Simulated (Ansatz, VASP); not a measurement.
## One calculation of Be3NbP, two programs

```
Be Nb P
1.0
     4.00771    0.00000    0.00000
     0.00000    4.00771    0.00000
     0.00000    0.00000    4.00771
Be Nb P
3 1 1
Cartesian
  0.0000 2.0039 2.0039
  2.0039 2.0039 0.0000
  2.0039 0.0000 2.0039
  0.0000 0.0000 0.0000
  2.0039 2.0039 2.0039
```

Change from the starting cell: species swapped into the AlFe3C type (Pm-3m, No. 221).

Alike in both runs: functional PBE; k mesh 6 × 6 × 6; occupations gaussian, width 0.1 eV; no spin polarisation.

Ansatz relaxed the structure, and its values are those at the end. VASP's run is a single point on that final structure, the one shown.

```csv
,VASP,Ansatz
version,VASP 6.6.1,Ansatz 0.2.0
potentials or method,"VASP PAW PBE potentials, release 64 (Be, Nb_sv, P), cutoff 600 eV","scalar-relativistic, plane waves, PAW"
valence electrons in the cell,24,24
```

```csv
,VASP,Ansatz,Ansatz less VASP
gap on the k mesh at the Fermi level (eV),none,none,-
pressure (GPa),0.2,0.2,+0.02
```

A gap of «none» marks a metal or a gap that the smearing closes. With one functional, cell and mesh, what is left measures potentials, basis and numerics.
